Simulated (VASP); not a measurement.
# TiO2 (Pbcn) in VASP: a series of runs, part 2 of 2

VASP 6.6.1. The steps go on from the part before.

### Step 3. Single point, LDA

The input, INCAR:

```
PREC = Accurate
ENCUT = 520
EDIFF = 1E-7
ISMEAR = 0
SIGMA = 0.02
LREAL = False
LASPH = True
NELM = 100
ALGO = Normal
ISIF = 2
LWAVE = False
LCHARG = True
GGA = CA
LELF = True
LVHAR = True
NBANDS = 60
```

The input, KPOINTS:

```
Automatic mesh
0
Gamma
  6 4 6
```

The input, POSCAR:

```
TiO2
1.0
    4.5044218125      0.0000000000      0.0000000000
    0.0000000000      5.4488189261      0.0000000000
    0.0000000000      0.0000000000      4.8474550842
Ti O
4 8
Direct
    0.5000000000      0.6738846123      0.7500000000
    0.0000000000      0.8261153877      0.2500000000
    0.5000000000      0.3261153877      0.2500000000
    0.0000000000      0.1738846123      0.7500000000
    0.7282388671      0.6180172804      0.0815591581
    0.2282388671      0.8819827196      0.9184408419
    0.7717611329      0.8819827196      0.5815591581
    0.2717611329      0.6180172804      0.4184408419
    0.7282388671      0.3819827196      0.5815591581
    0.2282388671      0.1180172804      0.4184408419
    0.7717611329      0.1180172804      0.0815591581
    0.2717611329      0.3819827196      0.9184408419
```

Potentials or basis: VASP PAW LDA potentials, release 64 (Ti_sv, O).

The run is started by

```
> cat potpaw_LDA.64/Ti_sv/POTCAR potpaw_LDA.64/O/POTCAR > POTCAR
> mpirun -np 1 vasp_std > vasp.out
```

OUTCAR:

```text
PREC = Accurate
   ENCUT = 520
   EDIFF = 1E-7
   ISMEAR = 0
   LREAL = False
   LASPH = True
   NELM = 100
   ISIF = 2
   GGA = CA

 ion  position               nearest neighbor table
   1  0.500  0.674  0.750-   6 1.86   7 1.86   5 1.93   8 1.93   9 2.06  12 2.06
   2  0.000  0.826  0.250-   5 1.86   8 1.86   7 1.93   6 1.93  10 2.06  11 2.06
   3  0.500  0.326  0.250-  10 1.86  11 1.86   9 1.93  12 1.93   5 2.06   8 2.06
   4  0.000  0.174  0.750-   9 1.86  12 1.86  11 1.93  10 1.93   6 2.06   7 2.06
   5  0.728  0.618  0.082-   2 1.86   1 1.93   3 2.06
   6  0.228  0.882  0.918-   1 1.86   2 1.93   4 2.06
   7  0.772  0.882  0.582-   1 1.86   2 1.93   4 2.06
   8  0.272  0.618  0.418-   2 1.86   1 1.93   3 2.06
   9  0.728  0.382  0.582-   4 1.86   3 1.93   1 2.06
  10  0.228  0.118  0.418-   3 1.86   4 1.93   2 2.06
  11  0.772  0.118  0.082-   3 1.86   4 1.93   2 2.06
  12  0.272  0.382  0.918-   4 1.86   3 1.93   1 2.06

  LATTYP: Found a simple orthorhombic cell.
 ALAT       =     4.5044218125
 B/A-ratio  =     1.0761547843
 C/A-ratio  =     1.2096600081

  Lattice vectors:

 A1 = (  -4.5044218125,   0.0000000000,   0.0000000000)
 A2 = (   0.0000000000,   0.0000000000,   4.8474550842)
 A3 = (   0.0000000000,   5.4488189261,   0.0000000000)

Analysis of symmetry for initial positions (statically):
=====================================================================
 Subroutine PRICEL returns:
 Original cell was already a primitive cell.

 Routine SETGRP: Setting up the symmetry group for a
 simple orthorhombic supercell.

 Subroutine GETGRP returns: Found  8 space group operations
 (whereof  2 operations were pure point group operations)
 out of a pool of  8 trial point group operations.

The static configuration has the point symmetry S_2 .
 The point group associated with its full space group is D_2h.

Analysis of symmetry for dynamics (positions and initial velocities):
[... 162 lines left out ...]
   LRPA    =     F    only Hartree local field effects (RPA)
 non-spin polarized calculation
 Gauss-broadening in eV      SIGMA  =   0.02
  energy-cutoff  :      520.00
  volume of cell :      118.97
 maximum number of plane-waves:      3224
 NGX is ok and might be reduce to    36
   NGX = 17   NGY = 21   NGZ = 19

 number of electron      95.9999994 magnetization

 Free energy of the ion-electron system (eV)
  ---------------------------------------------------
  ext. energy  EPLUGINS =         0.00000000
  ---------------------------------------------------
  free energy    TOTEN  =      -117.65771629 eV

  energy without entropy =     -117.65771629  energy(sigma->0) =     -117.65771629

 E-fermi :   4.9172     XC(G=0): -12.2820

 val. band max:        4.6828127459   @ k =   0.0000   0.0000   0.0000
 cond. band min:       7.3280528042   @ k =   0.0000   0.0000   0.5000
 fundamental gap:      2.6452400583
 Fermi energy:         4.9171658566

 k-point     1 :       0.0000    0.0000    0.0000
  band No.  band energies     occupation
      1     -50.8733      2.00000
      2     -50.8448      2.00000
      3     -50.8351      2.00000
      4     -50.8280      2.00000
      5     -27.7810      2.00000
      6     -27.6755      2.00000
[... 1501 lines left out ...]
     59       8.9366      0.00000
     60       8.9366      0.00000

 [... further k-points ...]

------------------------ aborting loop because EDIFF is reached ----------------------------------------

  FORCE on cell =-STRESS in cart. coord.  units (eV):
  Direction    XX          YY          ZZ          XY          YZ          ZX
  --------------------------------------------------------------------------------------
  -------------------------------------------------------------------------------------
  Total        0.3324190      0.1480540      0.3642263      0.0000000      0.0000000      0.0000000
  in kB        4.4765269      1.9937714      4.9048604      0.0000000      0.0000000      0.0000000
  external PRESSURE =       3.7917196 kB  Pullay stress =       0.0000000 kB

 VOLUME and BASIS-vectors are now :
 -----------------------------------------------------------------------------
  energy-cutoff  :      520.00
  volume of cell :      118.97
      direct lattice vectors                 reciprocal lattice vectors
     4.504421813  0.000000000  0.000000000     0.222004075  0.000000000  0.000000000
     0.000000000  5.448818926  0.000000000     0.000000000  0.183526011  0.000000000
     0.000000000  0.000000000  4.847455084     0.000000000  0.000000000  0.206293815

 POSITION                                       TOTAL-FORCE (eV/Angst)
 -----------------------------------------------------------------------------------
      2.25221      3.67188      3.63559         0.000000     -0.061116      0.000000
      0.00000      4.50135      1.21186         0.000000      0.061116      0.000000
      2.25221      1.77694      1.21186         0.000000      0.061116      0.000000
      0.00000      0.94747      3.63559         0.000000     -0.061116      0.000000
      3.28030      3.36746      0.39535        -0.018800     -0.044575     -0.001654
      1.02808      4.80576      4.45210        -0.018800      0.044575      0.001654
      3.47634      4.80576      2.81908         0.018800      0.044575     -0.001654
      1.22413      3.36746      2.02837         0.018800     -0.044575      0.001654
      3.28030      2.08135      2.81908        -0.018800      0.044575     -0.001654
      1.02808      0.64305      2.02837        -0.018800     -0.044575      0.001654
      3.47634      0.64305      0.39535         0.018800     -0.044575     -0.001654
      1.22413      2.08135      4.45210         0.018800      0.044575      0.001654
 -----------------------------------------------------------------------------------
    total drift:                                0.000000      0.000000      0.000000

  FREE ENERGIE OF THE ION-ELECTRON SYSTEM (eV)
  ---------------------------------------------------
  free  energy   TOTEN  =      -117.6577162858 eV

  energy  without entropy=     -117.6577162858  energy(sigma->0) =     -117.65771629
```

Run time: 3.5 min. Hardware: 1 thread of Intel Xeon Platinum 8488C (Sapphire Rapids), shared host; peak memory 0.35 GiB.

Results:

- Free energy: -117.6577 eV
- Pressure: 0.4 GPa
- Largest force: 0.061 eV/Å
- Band gap on the k mesh: 2.65 eV (least direct gap 2.71 eV)

Forces in eV/Å, atoms in the order of the input:
```
Ti   0.000 -0.061  0.000
Ti   0.000  0.061  0.000
Ti   0.000  0.061  0.000
Ti   0.000 -0.061  0.000
O   -0.019 -0.045 -0.002
O   -0.019  0.045  0.002
O    0.019  0.045 -0.002
O    0.019 -0.045  0.002
O   -0.019  0.045 -0.002
O   -0.019 -0.045  0.002
O    0.019 -0.045 -0.002
O    0.019  0.045  0.002
```

Levels at points of the mesh, in eV from the valence-band top:
| k point | band 46 | band 47 | band 48 | band 49 | band 50 | band 51 |
| --- | --- | --- | --- | --- | --- | --- |
| (0.00, 0.00, 0.00) | -0.40 | -0.01 | 0.00 | 2.71 | 2.72 | 2.87 |
| (0.50, 0.00, 0.00) | -0.51 | -0.26 | -0.26 | 3.17 | 3.17 | 3.31 |
| (0.00, 0.50, 0.00) | -1.23 | -0.15 | -0.15 | 2.83 | 2.83 | 3.31 |
| (0.50, 0.50, 0.00) | -0.55 | -0.37 | -0.37 | 3.02 | 3.02 | 3.03 |
| (0.00, 0.00, 0.50) | -0.46 | -0.29 | -0.29 | 2.65 | 2.65 | 3.10 |
| (0.50, 0.00, 0.50) | -0.50 | -0.50 | -0.50 | 3.05 | 3.05 | 3.05 |
| (0.00, 0.50, 0.50) | -0.46 | -0.46 | -0.46 | 2.96 | 2.96 | 2.96 |
| (0.50, 0.50, 0.50) | -0.84 | -0.84 | -0.84 | 3.06 | 3.06 | 3.06 |
